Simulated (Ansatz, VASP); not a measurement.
## SiAu2O3: VASP beside Ansatz

```
Si Au O
1.0
     2.75820    0.00000    0.00000
    -1.37910    2.38867    0.00000
     0.00000    0.00000   11.73106
Si Au O
1 2 3
Direct
  0.00000 0.00000 0.00000
  0.33333 0.66667 0.64674
  0.66667 0.33333 0.35326
  0.33333 0.66667 0.07483
  0.66667 0.33333 0.92517
  0.00000 0.00000 0.50000
```

Alike in both runs: task single point; functional r2SCAN; dispersion rVV10; k mesh 12 × 12 × 4; occupations fermi-dirac, width 0.03 eV; no spin polarisation.

|  | VASP | Ansatz |
| --- | --- | --- |
| version | VASP 6.6.1 | Ansatz 0.2.0 |
| potentials or method | VASP PAW PBE potentials, release 64 (Si, Au, O) | plane waves, PAW |
| plane-wave cutoff (eV) | 520 | 500 |
| valence electrons in the cell | 44 | 60 |

|  | VASP | Ansatz | Ansatz less VASP |
| --- | --- | --- | --- |
| pressure (GPa) | 0.9 | 0.0 | -0.90 |
| traceless stress, the component that is largest in VASP (GPa) | -0.50 | 0.00 | +0.496 |
| rms of the force components (eV/Å) | 0.023 | 0.003 | -0.0201 |

VASP's potentials were made for PBE, not for r2SCAN. Atom by atom the forces differ by 0.021 eV/Å (rms over components). VASP's potentials hold 44 valence electrons a cell and Ansatz's 60, so a difference there can come from the potentials and not from the codes.

Spin-orbit coupling is off throughout.
